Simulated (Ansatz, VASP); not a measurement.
Cu26W: VASP beside Ansatz

```
CELL_PARAMETERS angstrom
0.00000 5.34547 5.34547
5.34547 0.00000 5.34547
5.34547 5.34547 0.00000
ATOMIC_POSITIONS crystal
W 0.00000 0.00000 0.00000
Cu 0.00000 0.00000 0.33655
Cu 0.00000 0.00000 0.66345
Cu 0.00000 0.33655 0.00000
Cu 0.99999 0.33334 0.33334
Cu 0.00000 0.33655 0.66345
Cu 0.00000 0.66345 0.00000
Cu 0.00000 0.66345 0.33655
Cu 0.00001 0.66666 0.66666
Cu 0.33655 0.00000 0.00000
Cu 0.33334 0.99999 0.33334
Cu 0.33655 0.00000 0.66345
Cu 0.33334 0.33334 0.99999
Cu 0.33334 0.33334 0.33334
Cu 0.33389 0.33389 0.66611
Cu 0.33655 0.66345 0.00000
Cu 0.33389 0.66611 0.33389
Cu 0.33389 0.66611 0.66611
Cu 0.66345 0.00000 0.00000
Cu 0.66345 0.00000 0.33655
Cu 0.66666 0.00001 0.66666
Cu 0.66345 0.33655 0.00000
Cu 0.66611 0.33389 0.33389
Cu 0.66611 0.33389 0.66611
Cu 0.66666 0.66666 0.00001
Cu 0.66611 0.66611 0.33389
Cu 0.66666 0.66666 0.66666
```

Alike in both runs: functional PBEsol; k mesh 4 × 4 × 4; occupations methfessel-paxton of order 1, width 0.1 eV; no spin polarisation.

Ansatz relaxed the structure, and its values are those at the end. VASP's run is a single point on that final structure, the one shown.

|  | VASP | Ansatz |
| --- | --- | --- |
| version | VASP 6.6.1 | Ansatz 0.2.0 |
| potentials or method | VASP PAW PBE potentials, release 64 (W_sv, Cu) | scalar-relativistic, plane waves, PAW |
| plane-wave cutoff (eV) | 520 | 420 |
| valence electrons in the cell | 300 | 508 |

```tsv
	VASP	Ansatz	Ansatz less VASP
gap on the k mesh at the Fermi level (eV)	none	none	-
rms of the force components (eV/Å)	0.004	0.001	-0.0037
```

VASP's potentials were made for PBE, not for PBEsol. A gap of «none» marks a metal or a gap that the smearing closes. VASP's potentials hold 300 valence electrons a cell and Ansatz's 508, so a difference there can come from the potentials and not from the codes.

Spin-orbit coupling is off throughout.
